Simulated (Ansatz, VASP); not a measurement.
# Bi2Se3 in VASP and in Ansatz

```xyz
5
Lattice="2.0715 1.1960 9.5453 -2.0715 1.1960 9.5453 0.0000 -2.3920 9.5453" Properties=species:S:1:pos:R:3 pbc="T T T"
Bi    0.0000    0.0000   17.1587
Bi    0.0000    0.0000   11.4773
Se    0.0000    0.0000   22.5738
Se    0.0000    0.0000    6.0622
Se    0.0000    0.0000    0.0000
```

Alike in both runs: functional RPBE; k mesh 8 × 8 × 8; occupations fermi-dirac, width 0.05 eV; no spin polarisation.

|  | VASP | Ansatz |
| --- | --- | --- |
| version | VASP 6.6.1 | Ansatz 0.2.0 |
| potentials or method | VASP PAW PBE potentials, release 64 (Bi_d, Se), cutoff 520 eV | all-electron LAPW, scalar-relativistic |
| task | single point | band structure |

VASP gave:

* gap on the k mesh at the Fermi level (eV): 0.29
* least direct gap on the mesh (eV): 0.29
* pressure (GPa): 4.2
* traceless stress, the component that is largest in VASP (GPa): 0.09
* rms of the force components (eV/Å): 0.087

Estimate Ansatz's values.

gap on the k mesh at the Fermi level (eV): 0.29; least direct gap on the mesh (eV): 0.29; pressure (GPa): 4.2; traceless stress, the component that is largest in VASP (GPa): 0.08; rms of the force components (eV/Å): 0.083.

VASP's potentials were made for PBE, not for RPBE. Atom by atom the forces differ by 0.005 eV/Å (rms over components). Ansatz ran all-electron here, and VASP with PAW potentials.

Spin-orbit coupling is off throughout.
